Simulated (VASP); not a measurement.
Wanted: the native input for a VASP 6.6.1 run.

```yaml
Task: relaxation of cell and atoms
Functional: PBE
Potentials_or_basis: VASP PAW PBE potentials, release 64 (In_d, Ge_d, S)
Cutoff: 600 eV
k_mesh: 6 × 6 × 2
Occupations: gaussian, width 0.1 eV
Spin: no spin polarisation
Dipole_correction: no
Further_INCAR_settings: ALGO = Normal; EDIFF = 1e-06; IBRION = 2; EDIFFG = -0.04; NSW = 90; ISIF = 3
```

The structure of In2GeS2 lies in POSCAR:

```
In2GeS2
1.0
    4.4540762300      0.0000000000      0.0000000000
   -2.2270381200      3.8573431700      0.0000000000
    0.0000000000      0.0000000000      7.7488914300
In Ge S
2 1 2
Direct
    0.6666666700      0.3333333300      0.2264030000
    0.6666666700      0.3333333300      0.7735970000
    0.0000000000      0.0000000000      0.5000000000
    0.0000000000      0.0000000000      0.0000000000
    0.3333333300      0.6666666700      0.5000000000
```

The cell was built from a structure type or drawn by symmetry, and may not be a known phase.

The input as run:

INCAR

```
PREC = Accurate ; ENCUT = 600
EDIFF = 1E-6 ; ISMEAR = 0
SIGMA = 0.1 ; LREAL = F
LASPH = T ; NELM = 80
ALGO = Normal ; ISIF = 3
LWAVE = F ; LCHARG = F
GGA = PE ; IBRION = 2
NSW = 90 ; EDIFFG = -0.04
```

KPOINTS

```
regular mesh
0
Gamma
  6 6 2
```

Potentials or basis: VASP PAW PBE potentials, release 64 (In_d, Ge_d, S).

Command:

```console
$ cat potpaw_PBE.64/In_d/POTCAR potpaw_PBE.64/Ge_d/POTCAR potpaw_PBE.64/S/POTCAR > POTCAR
$ mpirun -np 1 vasp_std > vasp.out
```

It gave:

```json
{"Relaxed volume": "27.87 Å³/atom", "Relaxed cell": "a = 4.274 Å, b = 4.274 Å, c = 8.811 Å, α = 90.00°, β = 90.00°, γ = 120.00°", "Space group after relaxing (to 0.1 Å)": "P-6m2 (No. 187)", "Energy gained by relaxing": "39.0 meV/atom", "Ionic steps": "13", "Pressure after relaxing": "-0.1 GPa", "Largest force after relaxing": "0.011 eV/Å", "Band gap on the k mesh": "zero (bands 26 and 27 overlap by 0.54 eV)"}
```

Caveat: the k points lie up to 0.36 Å⁻¹ apart in the final cell, too coarse for converged energies and pressures of a metal; spin-orbit coupling is left out, which moves the levels of the heavy elements.

It took 16 min on 1 thread of Intel Xeon 8259CL, with other jobs on the host, peak memory 0.33 GiB.
